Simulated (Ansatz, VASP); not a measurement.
**One calculation of AlCo, two programs**

INCAR

```
SYSTEM = AlCo
PREC = Accurate ; ENCUT = 520
EDIFF = 1E-7 ; ISMEAR = 0
SIGMA = 0.15 ; LREAL = .FALSE.
LASPH = .TRUE. ; NELM = 100
ALGO = Fast ; ISIF = 2
LWAVE = .FALSE. ; LCHARG = .FALSE.
GGA = PE ; NBANDS = 13
```

KPOINTS

```
regular mesh
0
G
  22 22 22
  0 0 0
```

Contents of POSCAR:

```
AlCo
1.0
    2.8519024094      0.0000000000      0.0000000000
    0.0000000000      2.8519024094      0.0000000000
    0.0000000000      0.0000000000      2.8519024094
Al Co
1 1
Direct
    0.0000000000      0.0000000000      0.0000000000
    0.5202443908      0.5202443908      0.5202443908
```

Input for Ansatz:

```yaml
crystal:
  lattice:
    - [2.8519024094, 0.0, 0.0]
    - [0.0, 2.8519024094, 0.0]
    - [0.0, 0.0, 2.8519024094]
  atoms:
    - { symbol: Al, position: [0.0, 0.0, 0.0] }
    - { symbol: Co, position: [0.5202443908, 0.5202443908, 0.5202443908] }
basis:
  ecutwfc: 420
kpoints:
  mp_grid: { grid: [22, 22, 22] }
hamiltonian:
  xc: pbe
scf:
  occupations: { method: gaussian, width: 0.15 }
output:
  forces: true
  stress: true
  eigenvalues: true
```

Change from the starting cell: all Co atoms moved -0.100 Å, as atom 2 towards its neighbour atom 1 (Al) at 2.470 Å.

Alike in both runs: task single point; functional PBE; k mesh 22 × 22 × 22; occupations gaussian, width 0.15 eV; no spin polarisation.

|  | VASP | Ansatz |
| --- | --- | --- |
| version | VASP 6.6.1 | Ansatz 0.2.0 |
| potentials or method | VASP PAW PBE potentials, release 64 (Al, Co), cutoff 520 eV | scalar-relativistic, plane waves, PAW |
| valence electrons in the cell | 12 | 20 |

Ansatz gave:

| Property | Result |
| --- | --- |
| gap on the k mesh at the Fermi level (eV) | none |
| pressure (GPa) | 0.8 |
| traceless stress, the component that is largest in VASP (GPa) | 0.57 |
| rms of the force components (eV/Å) | 0.427 |

Task: Which values does VASP return?

Result: gap on the k mesh at the Fermi level (eV): none; pressure (GPa): 0.7; traceless stress, the component that is largest in VASP (GPa): 0.57; rms of the force components (eV/Å): 0.429.

Atom by atom the forces differ by 0.001 eV/Å (rms over components). A gap of «none» marks a metal or a gap that the smearing closes. The functional is the same, so the differences come from potentials, cutoffs and numerics. VASP's potentials hold 12 valence electrons a cell and Ansatz's 20, so a difference there can come from the potentials and not from the codes.
